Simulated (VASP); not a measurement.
Wanted: the native input for a VASP 6.6.1 run.

```
Task                   : single point
Functional             : PBE
Potentials or basis    : VASP PAW PBE potentials, release 64 (Cl, I, K_sv)
Cutoff                 : 520 eV
k mesh                 : 4 × 4 × 4
Occupations            : gaussian, width 0.01 eV
Spin                   : no spin polarisation
Dipole correction      : no
Further INCAR settings : ALGO = Normal; EDIFF = 1e-06; NBANDS = 24
```

The structure of K2ICl lies in POSCAR:

```
K2ICl
1.0
    2.3574210133      1.3610576566      7.7636043720
   -2.3574210133      1.3610576566      7.7636043720
    0.0000000000     -2.7221153133      7.7636043720
Cl I K
1 1 2
Direct
    1.0000000000      0.0000000000      0.0000000000
    0.5000000000      0.5000000000      0.5000000000
    0.2599441828      0.2599441828      0.2599441828
    0.7400558172      0.7400558172      0.7400558172
```

One way to write it, as run:

INCAR

```
  PREC = Accurate
  ENCUT = 520
  EDIFF = 1E-6
  ISMEAR = 0
  SIGMA = 0.01
  LREAL = F
  LASPH = T
  NELM = 100
  ALGO = Normal
  ISIF = 2
  LWAVE = F
  LCHARG = T
  GGA = PE
  LELF = T
  LVHAR = T
  NBANDS = 24
```

KPOINTS

```
regular mesh
0
Gamma
  4 4 4
```

Potentials or basis: VASP PAW PBE potentials, release 64 (Cl, I, K_sv).

Run with:

```sh
$ cat potpaw_PBE.64/Cl/POTCAR potpaw_PBE.64/I/POTCAR potpaw_PBE.64/K_sv/POTCAR > POTCAR
$ mpirun -np 1 vasp_std > vasp.out
```

It gave:

The pressure is 0.6 GPa and the largest force is 0.019 eV/Å. The band gap on the k mesh is 3.80 eV, direct.

Caveat: spin-orbit coupling is left out, which moves the levels of the heavy elements.

It took 4.3 min on 1 thread of Intel Xeon 8259CL, on a shared host, peak memory 0.54 GiB.
